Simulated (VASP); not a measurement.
# Zn (P-1) in VASP: single point with PBEsol

Aim: the single point of Zn with PBEsol.

Program: VASP 6.6.1. These are calculated values, not measurements. Logs are shortened: lines on timing, memory, paths and dates and some standing lists are left out, and cuts for length are marked.

### 1 The cell of the first run

The typed cell holds 2 atoms: a = 2.665 Å, b = 2.676 Å, c = 4.947 Å, α = 90.21°, β = 90.57°, γ = 120.43°.

### 2 Single point, PBEsol (equal xy, yz and zx shear strains of -1 %)

INCAR

```
ALGO = Normal
EDIFF = 1E-7
ENCUT = 520
GGA = PS
ISIF = 2
ISMEAR = -1
LASPH = T
LCHARG = F
LREAL = F
LWAVE = F
NBANDS = 19
NELM = 100
PREC = Accurate
SIGMA = 0.03
```

KPOINTS

```
k-points
0
Gamma
  18 18 8
```

POSCAR

```
Zn
1.0
    2.6647980532     -0.0133239903     -0.0133239903
   -1.3439379406      2.3144448051     -0.0048769189
   -0.0247335000     -0.0247335000      4.9467000000
Zn
2
Direct
    0.3333333333      0.6666666667      0.2500000000
    0.6666666667      0.3333333333      0.7500000000
```

Potentials or basis: VASP PAW PBE potentials, release 64 (Zn).

The run is started by

```console
> cat potpaw_PBE.64/Zn/POTCAR > POTCAR
> mpirun -np 1 vasp_std > vasp.out
```

OUTCAR:

```text
EDIFF = 1E-7
   ENCUT = 520
   GGA = PS
   ISIF = 2
   ISMEAR = -1
   LASPH = T
   LREAL = F
   NELM = 100
   PREC = Accurate

 ion  position               nearest neighbor table
   1  0.333  0.667  0.250-   2 2.89   2 2.90   2 2.91   2 2.92   2 2.93   2 2.93
   2  0.667  0.333  0.750-   1 2.89   1 2.90   1 2.91   1 2.92   1 2.93   1 2.93

  LATTYP: Found a triclinic cell.
 ALAT       =     2.6533299294
 B/A-ratio  =     1.0043472705
 C/A-ratio  =     1.8643831704
 COS(alpha) =     0.0099745013
 COS(beta)  =     0.0136846555
 COS(gamma) =     0.4934979113

  Lattice vectors:

 A1 = (   1.3208601126,   2.3011208148,  -0.0182009092)
 A2 = (   2.6647980532,  -0.0133239903,  -0.0133239903)
 A3 = (   0.0247335000,   0.0247335000,  -4.9467000000)

Analysis of symmetry for initial positions (statically):
=====================================================================
 Subroutine PRICEL returns:
 Original cell was already a primitive cell.

 Routine SETGRP: Setting up the symmetry group for a
 triclinic supercell.

 Subroutine GETGRP returns: Found  2 space group operations
 (whereof  2 operations were pure point group operations)
 out of a pool of  2 trial point group operations.

The static configuration has the point symmetry S_2 .

Analysis of symmetry for dynamics (positions and initial velocities):
=====================================================================
 Subroutine PRICEL returns:
 Original cell was already a primitive cell.

 Routine SETGRP: Setting up the symmetry group for a
 triclinic supercell.

 Subroutine GETGRP returns: Found  2 space group operations
 (whereof  2 operations were pure point group operations)
 out of a pool of  2 trial point group operations.

The dynamic configuration has the point symmetry S_2 .

 Subroutine INISYM returns: Found  2 space group operations
 (whereof  2 operations are pure point group operations),
 and found     1 'primitive' translations

----------------------------------------------------------------------------------------

                                     Primitive cell

  volume of cell :      30.4188

  direct lattice vectors                    reciprocal lattice vectors
     2.664798053 -0.013323990 -0.013323990     0.376370606  0.218554896  0.002974628
    -1.343937941  2.314444805 -0.004876919     0.002177578  0.433338115  0.002177578
    -0.024733500 -0.024733500  4.946700000     0.001015905  0.001015905  0.202165131

  length of vectors
     2.664864672  2.676349702  4.946823666     0.435235481  0.433349058  0.202170236

  position of ions in fractional coordinates (direct lattice)
     0.333333333  0.666666667  0.250000000
     0.666666667  0.333333333  0.750000000

  ion indices of the primitive-cell ions
   primitive index   ion index
                 1           1
                 2           2

----------------------------------------------------------------------------------------

 KPOINTS: k-points

Automatic generation of k-mesh.
 Grid dimensions read from file:
 generate k-points for:   18   18    8

 Generating k-lattice:

  Cartesian coordinates                     Fractional coordinates (reciprocal lattice)
     0.020909478  0.012141939  0.000165257     0.055555556  0.000000000  0.000000000
     0.000120977  0.024074340  0.000120977     0.000000000  0.055555556  0.000000000
     0.000126988  0.000126988  0.025270641    -0.000000000  0.000000000  0.125000000

  Length of vectors
     0.024179749  0.024074948  0.025271280

  Shift w.r.t. Gamma in fractional coordinates (k-lattice)
     0.000000000  0.000000000  0.000000000

 Subroutine IBZKPT returns following result:
 ===========================================

 Found   1300 irreducible k-points:

 Following reciprocal coordinates:
            Coordinates               Weight
  0.000000  0.000000  0.000000      1.000000
  0.055556 -0.000000  0.000000      2.000000
  0.111111 -0.000000  0.000000      2.000000
  0.166667  0.000000 -0.000000      2.000000
  0.222222  0.000000 -0.000000      2.000000
  0.277778 -0.000000  0.000000      2.000000
[... 16 lines left out ...]
 -0.333333  0.055556  0.000000      2.000000
 -0.277778  0.055556  0.000000      2.000000
 [... further k-points ...]
   k-points           NKPTS =   1300   k-points in BZ     NKDIM =   1300   number of bands    NBANDS=     19
   number of dos      NEDOS =    301   number of ions     NIONS =      2
   total plane-waves  NPLWV =  16000
   dimension x,y,z NGX =    20 NGY =   20 NGZ =   40
   dimension x,y,z NGXF=    40 NGYF=   40 NGZF=   80
   ions per type =               2
   NGX,Y,Z   is equivalent  to a cutoff of  12.48, 12.42, 13.44 a.u.
   NGXF,Y,Z  is equivalent  to a cutoff of  24.95, 24.85, 26.89 a.u.
 SYSTEM =  unknown system
   PREC   = accura    normal or accurate (medium, high low for compatibility)
   ISTART =      0    job   : 0-new  1-cont  2-samecut
   ICHARG =      2    charge: 1-file 2-atom 10-const
   ISPIN  =      1    spin polarized calculation?
   LNONCOLLINEAR =      F non collinear calculations
   LSORBIT =      F    spin-orbit coupling
   LASPH  =      T    aspherical Exc in radial PAW
   ENCUT  =  520.0 eV  38.22 Ry    6.18 a.u.   4.95  4.98  9.20*2*pi/ulx,y,z
   NELM   =    100;   NELMIN=  2; NELMDL= -5     # of ELM steps
   EDIFF  = 0.1E-06   stopping-criterion for ELM
   LREAL  =      F    real-space projection
   EDIFFG = 0.1E-05   stopping-criterion for IOM
   NSW    =      0    number of steps for IOM
   IBRION =     -1    ionic relax: 0-MD 1-quasi-New 2-CG
   NFREE  =      0    steps in history (QN), initial steepest desc. (CG)
   ISIF   =      2    stress and relaxation
   ISYM   =      2    0-nonsym 1-usesym 2-fastsym
   POTIM  = 0.5000    time-step for ionic-motion
   TEBEG  =    0.0;   TEEND  =   0.0 temperature during run
   PSTRESS=    0.0 pullay stress
   NELECT =      24.0000    total number of electrons
   NUPDOWN=      -1.0000    fix difference up-down
   EMIN   =  10.00;   EMAX   =-10.00  energy-range for DOS
   EFERMI =   0.00;   METHOD = LEGACY
   ISMEAR =    -1;   SIGMA  =   0.03  broadening in eV -4-tet -1-fermi 0-gaus
   EFERMI_NEDOS =   21; number of points for ismear=-14 and -15
   IALGO  =     38    algorithm
   IMIX   =      4    mixing-type and parameters
     AMIX     =   0.40;   BMIX     =  1.00
     AMIX_MAG =   1.60;   BMIX_MAG =  1.00
  volume/ion in A,a.u.               =      15.21       102.64
  Fermi-wavevector in a.u.,A,eV,Ry     =   1.512741  2.858666 31.135367  2.288385
  Thomas-Fermi vector in A             =   2.622625
   LORBIT       =      0    0 simple, 1 ext, 2 COOP (PROOUT), +10 PAW based schemes
   GGA     = PS    functional components
   LHFCALC =     F    Hartree Fock is set to
   AEXX    =    0.0000 exact exchange contribution
   IVDW    =     0    specifies the selected vdW correction
   LEPSILON=     F    determine dielectric tensor
   LRPA    =     F    only Hartree local field effects (RPA)
 non-spin polarized calculation
  energy-cutoff  :      520.00
  volume of cell :       30.42
 maximum number of plane-waves:       845
   NGX =  9   NGY =  9   NGZ = 19

 number of electron      24.0000011 magnetization

 Free energy of the ion-electron system (eV)
  ---------------------------------------------------
  ext. energy  EPLUGINS =         0.00000000
  ---------------------------------------------------
  free energy    TOTEN  =        -3.13856249 eV

  energy without entropy =       -3.13705669  energy(sigma->0) =       -3.13780959

 E-fermi :   3.0744     XC(G=0): -11.7006

 val. band max:        3.0739610004   @ k =  -0.2222  -0.4444   0.2500
 cond. band min:       3.0752406976   @ k =  -0.4444  -0.2222   0.2500
 fundamental gap:      0.0012796972
 Fermi energy:         3.0744116473

 k-point     1 :       0.0000    0.0000    0.0000
  band No.  band energies     occupation
      1      -7.4772      2.00000
      2      -5.6476      2.00000
      3      -4.9410      2.00000
      4      -4.7332      2.00000
      5      -4.6904      2.00000
      6      -4.6817      2.00000
[... 11 lines left out ...]
     18      21.8326      0.00000
     19      22.1132      0.00000

 k-point     2 :       0.0556   -0.0000    0.0000
  band No.  band energies     occupation
      1      -7.3846      2.00000
      2      -5.6065      2.00000
      3      -4.9308      2.00000
      4      -4.7163      2.00000
      5      -4.6952      2.00000
      6      -4.6663      2.00000
[... 11 lines left out ...]
     18      21.0916      0.00000
     19      22.6935      0.00000

 k-point     3 :       0.1111   -0.0000    0.0000
  band No.  band energies     occupation
      1      -7.1102      2.00000
      2      -5.4939      2.00000
      3      -4.9069      2.00000
      4      -4.7273      2.00000
      5      -4.6802      2.00000
      6      -4.6425      2.00000
[... 11 lines left out ...]
     18      20.5097      0.00000
     19      22.0868      0.00000

 k-point     4 :       0.1667    0.0000   -0.0000
  band No.  band energies     occupation
      1      -6.6682      2.00000
      2      -5.3472      2.00000
      3      -4.8870      2.00000
      4      -4.7557      2.00000
      5      -4.6680      2.00000
      6      -4.5692      2.00000
[... 11 lines left out ...]
     18      19.1193      0.00000
     19      20.3723      0.00000

 k-point     5 :       0.2222    0.0000   -0.0000
  band No.  band energies     occupation
      1      -6.1066      2.00000
      2      -5.2444      2.00000
      3      -4.8481      2.00000
      4      -4.7721      2.00000
      5      -4.7483      2.00000
      6      -4.5573      2.00000
[... 11 lines left out ...]
     18      18.4547      0.00000
     19      18.9493      0.00000
[... 334 lines left out ...]
      2      -5.3102      2.00000
      3      -5.1574      2.00000
      4      -4.6935      2.00000
      5      -4.5813      2.00000
      6      -4.5675      2.00000
[... 11 lines left out ...]
     18      17.5471      0.00000
     19      18.2861      0.00000

 k-point    22 :      -0.3889    0.0556    0.0000
  band No.  band energies     occupation
      1      -5.3590      2.00000
      2      -5.2820      2.00000
      3      -5.0858      2.00000
      4      -4.6594      2.00000
      5      -4.6384      2.00000
      6      -4.5369      2.00000
[... 11 lines left out ...]
     18      17.9669      0.00000
     19      18.5591      0.00000

 k-point    23 :      -0.3333    0.0556    0.0000
  band No.  band energies     occupation
      1      -5.4150      2.00000
      2      -5.2406      2.00000
      3      -4.9783      2.00000
      4      -4.7304      2.00000
      5      -4.6180      2.00000
      6      -4.5979      2.00000
[... 11 lines left out ...]
     18      18.5656      0.00000
     19      18.9695      0.00000

 k-point    24 :      -0.2778    0.0556    0.0000
  band No.  band energies     occupation
      1      -5.7706      2.00000
      2      -5.2070      2.00000
      3      -4.8388      2.00000
      4      -4.8176      2.00000
      5      -4.7728      2.00000
      6      -4.5420      2.00000
[... 11 lines left out ...]
     18      19.0702      0.00000
     19      19.2809      0.00000

 [... further k-points ...]

------------------------ aborting loop because EDIFF is reached ----------------------------------------

  FORCE on cell =-STRESS in cart. coord.  units (eV):
  Direction    XX          YY          ZZ          XY          YZ          ZX
  --------------------------------------------------------------------------------------
  -------------------------------------------------------------------------------------
  Total       -1.0662608     -1.0607594     -0.7225258      0.0579514      0.0632697      0.0569819
  in kB      -56.1606188    -55.8708577    -38.0558839      3.0523358      3.3324560      3.0012726
  external PRESSURE =     -50.0291201 kB  Pullay stress =       0.0000000 kB

 VOLUME and BASIS-vectors are now :
 -----------------------------------------------------------------------------
  energy-cutoff  :      520.00
  volume of cell :       30.42
      direct lattice vectors                 reciprocal lattice vectors
     2.664798053 -0.013323990 -0.013323990     0.376370606  0.218554896  0.002974628
    -1.343937941  2.314444805 -0.004876919     0.002177578  0.433338115  0.002177578
    -0.024733500 -0.024733500  4.946700000     0.001015905  0.001015905  0.202165131

 POSITION                                       TOTAL-FORCE (eV/Angst)
 -----------------------------------------------------------------------------------
     -0.01388      1.53234      1.22898        -0.003863      0.000417      0.000134
      1.31000      0.74405      3.69952         0.003863     -0.000417     -0.000134
 -----------------------------------------------------------------------------------
    total drift:                                0.000000     -0.000000      0.000000

  FREE ENERGIE OF THE ION-ELECTRON SYSTEM (eV)
  ---------------------------------------------------
  free  energy   TOTEN  =        -3.1385624882 eV

  energy  without entropy=       -3.1370566890  energy(sigma->0) =       -3.13780959
```

Wall time 5 min (1 thread of Intel Xeon Platinum 8488C (Sapphire Rapids), shared host); peak memory 0.65 GiB.

What came out:

* Free energy: -3.1386 eV
* Pressure: -5.0 GPa
* Largest force: 0.004 eV/Å
* Band gap on the k mesh: zero (bands 12 and 13 overlap by 4.68 eV)

Forces in eV/Å, atoms in the order of the input:
```
Zn  -0.004  0.000  0.000
Zn   0.004  0.000  0.000
```

Stress tensor (GPa, compression positive):
```
-5.62  0.31  0.30
 0.31 -5.59  0.33
 0.30  0.33 -3.81
```

Caveat: the cell differs from its parent crystal (equal xy, yz and zx shear strains of -1 %); the cell stands under tension; the PAW data sets were made with another functional, which shifts forces and pressure a little.
